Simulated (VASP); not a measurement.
# WS2 in VASP: a series of runs

Runs on WS2. Level: PBEsol. Tasks: single point.

All numbers are computed with VASP 6.6.1; they aren't measurements. Logs are shortened: lines on timing, memory, paths and dates and some standing lists are left out, and cuts for length are marked.

**1. The cell of the first run**

The cell holds a slab with vacuum, 3 atoms: a = 3.184 Å, b = 3.184 Å, c = 16.442 Å, α = 90.00°, β = 90.00°, γ = 120.00°.

**2. Single point, PBEsol (strain -0.0300 x Voigt [0, 0, 1, 0, 0, 0])**

The input, INCAR:

```
SYSTEM = WS2
PREC = Accurate ; ENCUT = 500
EDIFF = 1E-6 ; ISMEAR = 0
SIGMA = 0.05 ; LREAL = .False.
LASPH = .True. ; NELM = 120
ALGO = Normal ; ISIF = 2
LWAVE = .False. ; LCHARG = .False.
GGA = PS ; NBANDS = 20
GGA_COMPAT = .False.
```

The input, KPOINTS:

```
regular mesh
0
Gamma
  6 6 1
  0 0 0
```

The input, POSCAR:

```
WS2
1.0
    3.1835163552      0.0000000000      0.0000000000
   -1.5917581776      2.7570060369      0.0000000000
    0.0000000000      0.0000000000     16.4420605533
W S
1 2
Direct
    0.3333333333      0.6666666667      0.0000000000
    0.6666666667      0.3333333333      0.9079994900
    0.6666666667      0.3333333333      0.0920005100
```

Potentials or basis: VASP PAW PBE potentials, release 64 (W_sv, S).

On the command line:

```sh
$ cat potpaw_PBE.64/W_sv/POTCAR potpaw_PBE.64/S/POTCAR > POTCAR
$ mpirun -np 1 vasp_std > vasp.out
```

OUTCAR:

```text
SYSTEM = WS2
   PREC = Accurate
   ENCUT = 500
   EDIFF = 1E-6
   ISMEAR = 0
   LREAL = .False.
   LASPH = .True.
   NELM = 120
   ISIF = 2
   GGA = PS

 ion  position               nearest neighbor table
   1  0.333  0.667  0.000-   2 2.38   3 2.38   2 2.38   3 2.38   2 2.38   3 2.38
   2  0.667  0.333  0.908-   1 2.38   1 2.38   1 2.38
   3  0.667  0.333  0.092-   1 2.38   1 2.38   1 2.38

  LATTYP: Found a hexagonal cell.
 ALAT       =     3.1835163552
 C/A-ratio  =     5.1647482591

  Lattice vectors:

 A1 = (   3.1835163552,   0.0000000000,   0.0000000000)
 A2 = (  -1.5917581776,   2.7570060369,   0.0000000000)
 A3 = (   0.0000000000,   0.0000000000,  16.4420605533)

Analysis of symmetry for initial positions (statically):
=====================================================================
 Subroutine PRICEL returns:
 Original cell was already a primitive cell.

 Routine SETGRP: Setting up the symmetry group for a
 hexagonal supercell.

 Subroutine GETGRP returns: Found 12 space group operations
 (whereof 12 operations were pure point group operations)
 out of a pool of 24 trial point group operations.

The static configuration has the point symmetry D_3h.

Analysis of symmetry for dynamics (positions and initial velocities):
=====================================================================
 Subroutine PRICEL returns:
 Original cell was already a primitive cell.

 Routine SETGRP: Setting up the symmetry group for a
 hexagonal supercell.

 Subroutine GETGRP returns: Found 12 space group operations
 (whereof 12 operations were pure point group operations)
 out of a pool of 24 trial point group operations.

The dynamic configuration has the point symmetry D_3h.

 Subroutine INISYM returns: Found 12 space group operations
 (whereof 12 operations are pure point group operations),
 and found     1 'primitive' translations

----------------------------------------------------------------------------------------

                                     Primitive cell

  volume of cell :     144.3115

  direct lattice vectors                    reciprocal lattice vectors
     3.183516355  0.000000000  0.000000000     0.314118066  0.181356150  0.000000000
    -1.591758178  2.757006037  0.000000000     0.000000000  0.362712300  0.000000000
     0.000000000  0.000000000 16.442060553     0.000000000  0.000000000  0.060819628

  length of vectors
     3.183516355  3.183516355 16.442060553     0.362712300  0.362712300  0.060819628

  position of ions in fractional coordinates (direct lattice)
     0.333333333  0.666666667  0.000000000
     0.666666667  0.333333333  0.907999490
     0.666666667  0.333333333  0.092000510

  ion indices of the primitive-cell ions
   primitive index   ion index
                 1           1
                 2           2
                 3           3

----------------------------------------------------------------------------------------

 KPOINTS: regular mesh

Automatic generation of k-mesh.
 Grid dimensions read from file:
 generate k-points for:    6    6    1

 Generating k-lattice:

  Cartesian coordinates                     Fractional coordinates (reciprocal lattice)
     0.052353011  0.030226025  0.000000000     0.166666667 -0.000000000  0.000000000
     0.000000000  0.060452050  0.000000000     0.000000000  0.166666667  0.000000000
     0.000000000  0.000000000  0.060819628     0.000000000  0.000000000  1.000000000

  Length of vectors
     0.060452050  0.060452050  0.060819628

  Shift w.r.t. Gamma in fractional coordinates (k-lattice)
     0.000000000  0.000000000  0.000000000

 Subroutine IBZKPT returns following result:
 ===========================================

 Found      7 irreducible k-points:

 Following reciprocal coordinates:
            Coordinates               Weight
  0.000000  0.000000  0.000000      1.000000
  0.166667  0.000000  0.000000      6.000000
  0.333333  0.000000  0.000000      6.000000
  0.500000  0.000000  0.000000      3.000000
  0.166667  0.166667  0.000000      6.000000
  0.333333  0.166667  0.000000     12.000000
  0.333333  0.333333  0.000000      2.000000
   k-points           NKPTS =      7   k-points in BZ     NKDIM =      7   number of bands    NBANDS=     20
   number of dos      NEDOS =    301   number of ions     NIONS =      3
   total plane-waves  NPLWV =  69120
   dimension x,y,z NGX =    24 NGY =   24 NGZ =  120
   dimension x,y,z NGXF=    48 NGYF=   48 NGZF=  240
   ions per type =               1   2
   NGX,Y,Z   is equivalent  to a cutoff of  12.53, 12.53, 12.13 a.u.
   NGXF,Y,Z  is equivalent  to a cutoff of  25.07, 25.07, 24.27 a.u.
 SYSTEM =  WS2
   PREC   = accura    normal or accurate (medium, high low for compatibility)
   ISTART =      0    job   : 0-new  1-cont  2-samecut
   ICHARG =      2    charge: 1-file 2-atom 10-const
   ISPIN  =      1    spin polarized calculation?
   LNONCOLLINEAR =      F non collinear calculations
   LSORBIT =      F    spin-orbit coupling
   LASPH  =      T    aspherical Exc in radial PAW
   ENCUT  =  500.0 eV  36.75 Ry    6.06 a.u.   5.80  5.80 29.98*2*pi/ulx,y,z
   NELM   =    120;   NELMIN=  2; NELMDL= -5     # of ELM steps
   EDIFF  = 0.1E-05   stopping-criterion for ELM
   LREAL  =      F    real-space projection
   EDIFFG = 0.1E-04   stopping-criterion for IOM
   NSW    =      0    number of steps for IOM
   IBRION =     -1    ionic relax: 0-MD 1-quasi-New 2-CG
   NFREE  =      0    steps in history (QN), initial steepest desc. (CG)
   ISIF   =      2    stress and relaxation
   ISYM   =      2    0-nonsym 1-usesym 2-fastsym
   POTIM  = 0.5000    time-step for ionic-motion
   TEBEG  =    0.0;   TEEND  =   0.0 temperature during run
   PSTRESS=    0.0 pullay stress
   NELECT =      26.0000    total number of electrons
   NUPDOWN=      -1.0000    fix difference up-down
   EMIN   =  10.00;   EMAX   =-10.00  energy-range for DOS
   EFERMI =   0.00;   METHOD = LEGACY
   ISMEAR =     0;   SIGMA  =   0.05  broadening in eV -4-tet -1-fermi 0-gaus
   EFERMI_NEDOS =   21; number of points for ismear=-14 and -15
   IALGO  =     38    algorithm
   IMIX   =      4    mixing-type and parameters
     AMIX     =   0.40;   BMIX     =  1.00
     AMIX_MAG =   1.60;   BMIX_MAG =  1.00
  volume/ion in A,a.u.               =      48.10       324.62
  Fermi-wavevector in a.u.,A,eV,Ry     =   0.924625  1.747288 11.632046  0.854931
  Thomas-Fermi vector in A             =   2.050391
   LORBIT       =      0    0 simple, 1 ext, 2 COOP (PROOUT), +10 PAW based schemes
   GGA     = PS    functional components
   LHFCALC =     F    Hartree Fock is set to
   AEXX    =    0.0000 exact exchange contribution
   IVDW    =     0    specifies the selected vdW correction
   LEPSILON=     F    determine dielectric tensor
   LRPA    =     F    only Hartree local field effects (RPA)
 non-spin polarized calculation
 Gauss-broadening in eV      SIGMA  =   0.05
  energy-cutoff  :      500.00
  volume of cell :      144.31
 maximum number of plane-waves:      3678
 NGX is ok and might be reduce to    24
   NGX = 11   NGY = 11   NGZ = 59

 number of electron      25.9999999 magnetization

 Free energy of the ion-electron system (eV)
  ---------------------------------------------------
  ext. energy  EPLUGINS =         0.00000000
  ---------------------------------------------------
  free energy    TOTEN  =       -25.19603454 eV

  energy without entropy =      -25.19603454  energy(sigma->0) =      -25.19603454

 E-fermi :  -0.6727     XC(G=0):  -4.6496

 val. band max:       -0.9931380785   @ k =   0.0000   0.0000   0.0000
 cond. band min:       0.4363388302   @ k =   0.3333   0.3333   0.0000
 fundamental gap:      1.4294769087
 Fermi energy:        -0.6726559274

 k-point     1 :       0.0000    0.0000    0.0000
  band No.  band energies     occupation
      1     -75.0750      2.00000
      2     -39.3464      2.00000
      3     -39.2027      2.00000
      4     -39.2027      2.00000
      5     -16.1202      2.00000
      6     -14.2303      2.00000
      7      -7.6391      2.00000
      8      -4.3574      2.00000
      9      -4.3574      2.00000
     10      -3.0962      2.00000
     11      -3.0220      2.00000
     12      -3.0220      2.00000
     13      -0.9931      2.00000
     14       1.7427      0.00000
     15       1.7427      0.00000
     16       2.0861      0.00000
     17       2.0861      0.00000
     18       3.8446      0.00000
     19       4.3777      0.00000
     20       4.5021      0.00000

 k-point     2 :       0.1667    0.0000    0.0000
  band No.  band energies     occupation
      1     -75.0707      2.00000
      2     -39.3302      2.00000
      3     -39.2911      2.00000
      4     -39.2232      2.00000
      5     -15.6669      2.00000
      6     -14.0903      2.00000
      7      -7.1541      2.00000
      8      -5.2962      2.00000
      9      -4.4191      2.00000
     10      -3.9158      2.00000
     11      -3.6226      2.00000
     12      -2.4763      2.00000
     13      -1.4076      2.00000
     14       1.4234      0.00000
     15       1.6744      0.00000
     16       1.7123      0.00000
     17       2.5161      0.00000
     18       4.7003      0.00000
     19       5.0257      0.00000
     20       5.7356      0.00000

 k-point     3 :       0.3333    0.0000    0.0000
  band No.  band energies     occupation
      1     -75.0622      2.00000
      2     -39.4637      2.00000
      3     -39.2977      2.00000
      4     -39.2638      2.00000
      5     -14.6140      2.00000
      6     -13.7743      2.00000
      7      -7.1830      2.00000
      8      -5.7712      2.00000
      9      -5.7490      2.00000
     10      -4.4800      2.00000
     11      -3.0107      2.00000
     12      -2.9239      2.00000
     13      -2.3771      2.00000
     14       1.4299      0.00000
     15       1.5948      0.00000
     16       2.5893      0.00000
     17       3.5316      0.00000
     18       5.5711      0.00000
     19       6.2008      0.00000
     20       6.2672      0.00000

 k-point     4 :       0.5000    0.0000    0.0000
  band No.  band energies     occupation
      1     -75.0579      2.00000
      2     -39.5482      2.00000
      3     -39.2840      2.00000
      4     -39.2813      2.00000
      5     -13.9603      2.00000
      6     -13.5920      2.00000
      7      -7.8238      2.00000
      8      -6.3551      2.00000
      9      -5.7209      2.00000
     10      -4.8190      2.00000
     11      -3.1297      2.00000
     12      -2.5924      2.00000
     13      -2.0975      2.00000
     14       1.6154      0.00000
     15       2.1381      0.00000
     16       3.0049      0.00000
     17       3.8460      0.00000
     18       3.9517      0.00000
     19       6.5862      0.00000
     20       7.0084      0.00000

 k-point     5 :       0.1667    0.1667    0.0000
  band No.  band energies     occupation
      1     -75.0643      2.00000
      2     -39.4049      2.00000
      3     -39.3058      2.00000
      4     -39.2703      2.00000
      5     -14.9035      2.00000
      6     -13.8540      2.00000
      7      -6.7448      2.00000
      8      -5.9015      2.00000
      9      -5.2954      2.00000
     10      -4.7116      2.00000
     11      -3.6462      2.00000
     12      -2.4127      2.00000
     13      -2.0593      2.00000
     14       1.0316      0.00000
     15       1.7289      0.00000
     16       1.8749      0.00000
     17       3.6200      0.00000
     18       5.7115      0.00000
     19       5.9863      0.00000
     20       7.0206      0.00000

 k-point     6 :       0.3333    0.1667    0.0000
  band No.  band energies     occupation
      1     -75.0579      2.00000
      2     -39.5053      2.00000
      3     -39.3286      2.00000
      4     -39.2814      2.00000
      5     -13.9797      2.00000
      6     -13.5684      2.00000
      7      -7.3101      2.00000
      8      -6.5665      2.00000
      9      -5.5487      2.00000
     10      -4.7347      2.00000
     11      -4.0754      2.00000
     12      -3.0036      2.00000
     13      -1.8676      2.00000
     14       1.4203      0.00000
     15       2.0770      0.00000
     16       2.6899      0.00000
     17       3.8983      0.00000
     18       5.2536      0.00000
     19       7.2296      0.00000
     20       7.4021      0.00000

 k-point     7 :       0.3333    0.3333    0.0000
  band No.  band energies     occupation
      1     -75.0557      2.00000
      2     -39.4638      2.00000
      3     -39.4240      2.00000
      4     -39.2732      2.00000
      5     -13.6364      2.00000
      6     -13.4337      2.00000
      7      -7.1525      2.00000
      8      -6.6704      2.00000
      9      -5.8102      2.00000
     10      -5.1652      2.00000
     11      -4.3968      2.00000
     12      -3.3938      2.00000
     13      -1.2283      2.00000
     14       0.4363      0.00000
     15       2.4320      0.00000
     16       3.0937      0.00000
     17       4.5657      0.00000
     18       5.7723      0.00000
     19       5.8927      0.00000
     20       8.2190      0.00000

------------------------ aborting loop because EDIFF is reached ----------------------------------------

  FORCE on cell =-STRESS in cart. coord.  units (eV):
  Direction    XX          YY          ZZ          XY          YZ          ZX
  --------------------------------------------------------------------------------------
  -------------------------------------------------------------------------------------
  Total       -0.1390369     -0.1390369      2.6761952      0.0000000     -0.0000000     -0.0000000
  in kB       -1.5436176     -1.5436176     29.7116882      0.0000000     -0.0000000     -0.0000000
  external PRESSURE =       8.8748176 kB  Pullay stress =       0.0000000 kB

 VOLUME and BASIS-vectors are now :
 -----------------------------------------------------------------------------
  energy-cutoff  :      500.00
  volume of cell :      144.31
      direct lattice vectors                 reciprocal lattice vectors
     3.183516355  0.000000000  0.000000000     0.314118066  0.181356150  0.000000000
    -1.591758178  2.757006037  0.000000000     0.000000000  0.362712300  0.000000000
     0.000000000  0.000000000 16.442060553     0.000000000  0.000000000  0.060819628

 POSITION                                       TOTAL-FORCE (eV/Angst)
 -----------------------------------------------------------------------------------
     -0.00000      1.83800      0.00000         0.000000      0.000000      0.000000
      1.59176      0.91900     14.92938        -0.000000      0.000000     -0.894877
      1.59176      0.91900      1.51268        -0.000000      0.000000      0.894877
 -----------------------------------------------------------------------------------
    total drift:                               -0.000000      0.000000     -0.000000

  FREE ENERGIE OF THE ION-ELECTRON SYSTEM (eV)
  ---------------------------------------------------
  free  energy   TOTEN  =       -25.1960345352 eV

  energy  without entropy=      -25.1960345352  energy(sigma->0) =      -25.19603454
```

Wall time 14 s (1 thread of Intel Xeon 6975P-C (Granite Rapids), shared host); peak memory 0.24 GiB.

What came out:

* Free energy: -25.1960 eV
* Largest force: 0.895 eV/Å
* Band gap on the k mesh: 1.43 eV (least direct gap 1.66 eV)

Forces on the atoms (eV/Å):
```
W    0.000  0.000  0.000
S    0.000  0.000 -0.895
S    0.000  0.000  0.895
```

Levels at points of the mesh, in eV from the valence-band top:
| k point | band 9 | band 10 | band 11 | band 12 | band 13 | band 14 | band 15 | band 16 | band 17 | band 18 |
| --- | --- | --- | --- | --- | --- | --- | --- | --- | --- | --- |
| (0.00, 0.00, 0.00) | -3.36 | -2.10 | -2.03 | -2.03 | 0.00 | 2.74 | 2.74 | 3.08 | 3.08 | 4.84 |
| (0.50, 0.00, 0.00) | -4.73 | -3.83 | -2.14 | -1.60 | -1.10 | 2.61 | 3.13 | 4.00 | 4.84 | 4.94 |

Caveat: the cell differs from its parent crystal (strain -0.0300 x Voigt [0, 0, 1, 0, 0, 0]); the PAW data sets were made with another functional, which shifts forces and pressure a little; spin-orbit coupling is left out, which moves the levels of the heavy elements.

[end of part 1 of 3]
